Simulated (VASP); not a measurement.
A run of VASP 6.6.1 is set up as follows.

The input POSCAR:

```
MgS
1.0
    0.0000000000      2.5145486858      2.5145486858
    2.5145486858      0.0000000000      2.5145486858
    2.5145486858      2.5145486858      0.0000000000
Mg S
1 1
Direct
    0.0000000000      0.0000000000      0.0000000000
    0.5000000000      0.5000000000      0.5000000000
```

INCAR.step1

```
PREC = Accurate ; ENCUT = 920
ISMEAR = 0 ; SIGMA = 0.01
LREAL = False ; LASPH = True
NELM = 120 ; NBANDS = 15
GGA = PE ; ALGO = Normal
EDIFF = 1E-5 ; LWAVE = True
LCHARG = False ; GGA_COMPAT = False
```

File INCAR.step2:

```
PREC = Accurate ; ENCUT = 920
EDIFF = 1E-6 ; ISMEAR = 0
SIGMA = 0.01 ; LREAL = False
LASPH = True ; NELM = 120
ALGO = Normal ; ISIF = 2
LWAVE = False ; LCHARG = False
METAGGA = R2SCAN ; LMIXTAU = True
NBANDS = 15 ; ISTART = 1
GGA_COMPAT = False
```

File KPOINTS:

```
regular mesh
0
Gamma
  8 8 8
```

Potentials or basis: VASP PAW PBE potentials, release 64 (Mg_sv, S).

Launch:

```console
$ cat potpaw_PBE.64/Mg_sv/POTCAR potpaw_PBE.64/S/POTCAR > POTCAR
$ cp INCAR.step1 INCAR
$ mpirun -np 1 vasp_std > vasp.out
$ cp INCAR.step2 INCAR
$ mpirun -np 1 vasp_std > vasp.out
```

Problem. Estimate the band gap on the k mesh.

Solution. 3.70 eV (least direct gap 5.57 eV).

Problem. What does it give for the pressure?

Solution. 10.1 GPa.

Caveat: the cell stands under pressure; the PAW data sets were made with another functional, which shifts forces and pressure a little. A k mesh can miss the band edges.
